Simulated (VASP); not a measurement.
# Ag in VASP: a series of runs, part 2 of 2

VASP 6.6.1. Earlier steps stand in the parts before.

**4. Electric field gradients, PBEsol (equal xx and yy strain of -1 %)**

Contents of INCAR:

```
  ALGO = Normal
  EDIFF = 1E-8
  ENCUT = 520
  GGA = PS
  ISIF = 2
  ISMEAR = -1
  LASPH = T
  LCHARG = F
  LEFG = T
  LREAL = F
  LWAVE = F
  NBANDS = 12
  NELM = 100
  PREC = Accurate
  SIGMA = 0.03
```

Contents of KPOINTS:

```
k-points
0
Gamma
  15 15 15
```

Contents of POSCAR:

```
Ag
1.0
    0.0000000000      2.0226690000      2.0431000000
    2.0226690000      0.0000000000      2.0431000000
    2.0226690000      2.0226690000      0.0000000000
Ag
1
Direct
    0.0000000000      0.0000000000      0.0000000000
```

Potentials or basis: VASP PAW PBE potentials, release 64 (Ag).

The run is started by

```console
$ cat potpaw_PBE.64/Ag/POTCAR > POTCAR
$ mpirun -np 1 vasp_std > vasp.out
```

OUTCAR:

```text
EDIFF = 1E-8
   ENCUT = 520
   GGA = PS
   ISIF = 2
   ISMEAR = -1
   LASPH = T
   LREAL = F
   NELM = 100
   PREC = Accurate

 ion  position               nearest neighbor table
   1  0.000  0.000  0.000-

  LATTYP: Found a body centered tetragonal cell.
 ALAT       =     2.8604859320
 C/A-ratio  =     1.4284985479

  Lattice vectors:

 A1 = (  -2.0226690000,   0.0000000000,   2.0431000000)
 A2 = (   2.0226690000,   0.0000000000,   2.0431000000)
 A3 = (   0.0000000000,   2.0226690000,  -2.0431000000)

Analysis of symmetry for initial positions (statically):
=====================================================================
 Subroutine PRICEL returns:
 Original cell was already a primitive cell.

 Routine SETGRP: Setting up the symmetry group for a
 body centered tetragonal supercell.

 Subroutine GETGRP returns: Found 16 space group operations
 (whereof 16 operations were pure point group operations)
 out of a pool of 16 trial point group operations.

The static configuration has the point symmetry D_4h.

Analysis of symmetry for dynamics (positions and initial velocities):
=====================================================================
 Subroutine PRICEL returns:
 Original cell was already a primitive cell.

 Routine SETGRP: Setting up the symmetry group for a
 body centered tetragonal supercell.

 Subroutine GETGRP returns: Found 16 space group operations
 (whereof 16 operations were pure point group operations)
 out of a pool of 16 trial point group operations.

The dynamic configuration has the point symmetry D_4h.

[... 160 lines left out ...]
      8      28.1305      0.00000
      9      28.2717      0.00000
     10      28.2717      0.00000
     11      33.0949      0.00000
     12      34.3087      0.00000
[... 331 lines left out ...]
 k-point    24 :       0.2000    0.1333    0.0000
  band No.  band energies     occupation
      1       1.6745      2.00000
      2       3.2180      2.00000
      3       4.0372      2.00000
      4       4.0902      2.00000
      5       4.4591      2.00000
      6       4.9653      2.00000
      7      23.7669      0.00000
      8      25.2889      0.00000
      9      25.7968      0.00000
     10      27.1782      0.00000
     11      30.7988      0.00000
     12      34.0178      0.00000

 [... further k-points ...]

------------------------ aborting loop because EDIFF is reached ----------------------------------------

  FORCE on cell =-STRESS in cart. coord.  units (eV):
  Direction    XX          YY          ZZ          XY          YZ          ZX
  --------------------------------------------------------------------------------------
  -------------------------------------------------------------------------------------
  Total       -0.0750769     -0.0750769     -0.0886913      0.0000000     -0.0000000      0.0000000
  in kB       -7.1952838     -7.1952838     -8.5000696      0.0000000     -0.0000000      0.0000000
  external PRESSURE =      -7.6302124 kB  Pullay stress =       0.0000000 kB

 VOLUME and BASIS-vectors are now :
 -----------------------------------------------------------------------------
  energy-cutoff  :      520.00
  volume of cell :       16.72
      direct lattice vectors                 reciprocal lattice vectors
     0.000000000  2.022669000  2.043100000    -0.247198133  0.247198133  0.244726151
     2.022669000  0.000000000  2.043100000     0.247198133 -0.247198133  0.244726151
     2.022669000  2.022669000  0.000000000     0.247198133  0.247198133 -0.244726151

 POSITION                                       TOTAL-FORCE (eV/Angst)
 -----------------------------------------------------------------------------------
      0.00000      0.00000      0.00000         0.000000      0.000000      0.000000
 -----------------------------------------------------------------------------------
    total drift:                               -0.000000     -0.000000     -0.000000

  FREE ENERGIE OF THE ION-ELECTRON SYSTEM (eV)
  ---------------------------------------------------
  free  energy   TOTEN  =        -3.3061055433 eV

  energy  without entropy=       -3.3047025448  energy(sigma->0) =       -3.30540404

 Electric field gradients (V/A^2)
---------------------------------------------------------------------
 ion       V_xx      V_yy      V_zz      V_xy      V_xz      V_yz
---------------------------------------------------------------------
   1       0.127     0.127    -0.253     0.001     0.000     0.000
---------------------------------------------------------------------

 Electric field gradients after diagonalization (V/A^2)
 (convention: |V_zz| > |V_xx| > |V_yy|)
----------------------------------------------------------------------
 ion       V_xx      V_yy      V_zz     asymmetry (V_yy - V_xx)/ V_zz
----------------------------------------------------------------------
   1       0.127     0.126    -0.253       0.006
----------------------------------------------------------------------

           NMR quadrupolar parameters

 Cq : quadrupolar parameter    Cq=e*Q*V_zz/h
 eta: asymmetry parameters     (V_yy - V_xx)/ V_zz
 Q  : nuclear electric quadrupole moment in mb (millibarn)
----------------------------------------------------------------------
 ion       Cq(MHz)       eta       Q (mb)
----------------------------------------------------------------------
   1      -0.001       0.006       1.000
----------------------------------------------------------------------
```

It took 35 s on 1 thread of Intel Xeon Platinum 8375C at 2.90GHz (Ice Lake), shared host; peak memory 0.18 GiB.

Results:

```yaml
Free_energy: -3.3061 eV
Pressure: -0.8 GPa
```

Caveat: the cell differs from its parent crystal (equal xx and yy strain of -1 %); without QUAD_EFG the Cq values of the log hold for a quadrupole moment of 1 mb, not for the nuclei; the PAW data sets were made with another functional, which shifts forces and pressure a little.

**5. Electric field gradients, PBEsol (equal xx and yy strain of +1 %)**

Contents of INCAR:

```
SYSTEM = Ag
PREC = Accurate
ENCUT = 520
EDIFF = 1E-8
ISMEAR = -1
SIGMA = 0.03
LREAL = .FALSE.
LASPH = .TRUE.
NELM = 60
ALGO = Normal
ISIF = 2
LWAVE = .FALSE.
LCHARG = .FALSE.
GGA = PS
LEFG = .TRUE.
NBANDS = 12
```

Contents of KPOINTS:

```
regular mesh
0
G
  15 15 15
  0 0 0
```

Contents of POSCAR:

```
Ag
1.0
    0.0000000000      2.0635310000      2.0431000000
    2.0635310000      0.0000000000      2.0431000000
    2.0635310000      2.0635310000      0.0000000000
Ag
1
Direct
    0.0000000000      0.0000000000      0.0000000000
```

Potentials or basis: VASP PAW PBE potentials, release 64 (Ag).

The run is started by

```console
$ cat potpaw_PBE.64/Ag/POTCAR > POTCAR
$ mpirun -np 1 vasp_std > vasp.out
```

OUTCAR:

```text
SYSTEM = Ag
   PREC = Accurate
   ENCUT = 520
   EDIFF = 1E-8
   ISMEAR = -1
   LREAL = .FALSE.
   LASPH = .TRUE.
   NELM = 60
   ISIF = 2
   GGA = PS

 ion  position               nearest neighbor table
   1  0.000  0.000  0.000-

  LATTYP: Found a body centered tetragonal cell.
 ALAT       =     2.9182735266
 C/A-ratio  =     1.4002114479

  Lattice vectors:

 A1 = (   0.0000000000,  -2.0635310000,  -2.0431000000)
 A2 = (   0.0000000000,   2.0635310000,  -2.0431000000)
 A3 = (   2.0635310000,   0.0000000000,   2.0431000000)
[... 565 lines left out ...]
    total drift:                               -0.000000      0.000000     -0.000000

  FREE ENERGIE OF THE ION-ELECTRON SYSTEM (eV)
  ---------------------------------------------------
  free  energy   TOTEN  =        -3.2942161650 eV

  energy  without entropy=       -3.2927718749  energy(sigma->0) =       -3.29349402

 Electric field gradients (V/A^2)
---------------------------------------------------------------------
 ion       V_xx      V_yy      V_zz      V_xy      V_xz      V_yz
---------------------------------------------------------------------
   1      -0.739    -0.739     1.477     0.000     0.001     0.001
---------------------------------------------------------------------

 Electric field gradients after diagonalization (V/A^2)
 (convention: |V_zz| > |V_xx| > |V_yy|)
----------------------------------------------------------------------
 ion       V_xx      V_yy      V_zz     asymmetry (V_yy - V_xx)/ V_zz
----------------------------------------------------------------------
   1      -0.739    -0.738     1.477       0.001
----------------------------------------------------------------------

           NMR quadrupolar parameters

 Cq : quadrupolar parameter    Cq=e*Q*V_zz/h
 eta: asymmetry parameters     (V_yy - V_xx)/ V_zz
 Q  : nuclear electric quadrupole moment in mb (millibarn)
----------------------------------------------------------------------
 ion       Cq(MHz)       eta       Q (mb)
----------------------------------------------------------------------
   1       0.004       0.001       1.000
----------------------------------------------------------------------
```

OSZICAR:

```text
N       E                     dE             d eps       ncg     rms          rms(c)
DAV:   1     0.507192793936E+02    0.50719E+02   -0.54540E+03  6992   0.825E+02
DAV:   2    -0.284599477917E+01   -0.53565E+02   -0.50575E+02  8036   0.192E+02
DAV:   3    -0.363910711577E+01   -0.79311E+00   -0.79268E+00  8076   0.247E+01
DAV:   4    -0.364151832205E+01   -0.24112E-02   -0.24111E-02  8016   0.143E+00
DAV:   5    -0.364153732064E+01   -0.18999E-04   -0.18998E-04  8192   0.114E-01    0.528E+00
DAV:   6    -0.330671802272E+01    0.33482E+00   -0.13979E+00  7468   0.104E+01    0.319E+00
DAV:   7    -0.329801372456E+01    0.87043E-02   -0.87634E-03  8044   0.885E-01    0.183E+00
DAV:   8    -0.329420626864E+01    0.38075E-02   -0.70938E-04  8024   0.183E-01    0.857E-02
DAV:   9    -0.329421449628E+01   -0.82276E-05   -0.98614E-06  8056   0.223E-02    0.196E-02
DAV:  10    -0.329421633574E+01   -0.18395E-05   -0.22273E-06  8132   0.126E-02    0.305E-03
DAV:  11    -0.329421618896E+01    0.14678E-06   -0.64470E-08  8080   0.203E-03    0.692E-04
DAV:  12    -0.329421616171E+01    0.27254E-07   -0.17525E-09  4824   0.389E-04    0.958E-05
DAV:  13    -0.329421616498E+01   -0.32724E-08   -0.52133E-11  4200   0.672E-05
   1 F= -.32942162E+01 E0= -.32934940E+01  d E =-.144429E-02
```

stdout:

```text
POSCAR found type information on POSCAR Ag
 POSCAR found :  1 types and       1 ions
 scaLAPACK will be used
 -----------------------------------------------------------------------------
|                                                                             |
|                                                                             |
|     You enforced a specific xc type in the INCAR file but a different       |
|     I HOPE YOU KNOW WHAT YOU ARE DOING!                                     |
|                                                                             |
 -----------------------------------------------------------------------------

 LDA part: xc-table for (Slater+PW92), standard interpolation
 POSCAR, INCAR and KPOINTS ok, starting setup
 FFT: planning ... GRIDC
 FFT: planning ... GRID_SOFT
 FFT: planning ... GRID
 WAVECAR not read
 entering main loop
ion   1
```

Run time: 37 s. Hardware: 1 thread of Intel Xeon Platinum 8375C at 2.90GHz (Ice Lake), shared host; peak memory 0.18 GiB.

What came out:

```
Free energy : -3.2942 eV
Pressure    : -4.8 GPa
```

Stress tensor (GPa, compression positive):
```
-4.79  0.00  0.00
 0.00 -4.79  0.00
 0.00  0.00 -4.95
```

Electric field gradients, principal values (V/Å²):
| atom | least | middle | greatest (by size) |
| --- | --- | --- | --- |
| 1 Ag | -0.738 | -0.739 | 1.477 |

Caveat: the cell differs from its parent crystal (equal xx and yy strain of +1 %); without QUAD_EFG the Cq values of the log hold for a quadrupole moment of 1 mb, not for the nuclei; the PAW data sets were made with another functional, which shifts forces and pressure a little.

**6. Summary**

```tsv
cell	gap on the mesh (eV)	pressure (GPa)
a = 2.861 Å, angles 61.3°, 1 atom	none	-2.7
a = 2.875, b = 2.875, c = 2.860 Å, angles 60.2, 60.2, 59.7°, 1 atom	none	-0.8
a = 2.904, b = 2.904, c = 2.918 Å, angles 59.8, 59.8, 60.3°, 1 atom	none	-4.8
```

Alike in all rows: task electric field gradients; level PBEsol; potentials or basis VASP PAW PBE potentials, release 64 (Ag); no spin polarisation; k mesh 15 × 15 × 15; cutoff (eV) 520; smearing fermi-dirac 0.03 eV.

Caveats: the PAW data sets were made with another functional, which shifts forces and pressure a little.

Total energies depend on the potentials used, so only differences within one code and one set of settings carry meaning.
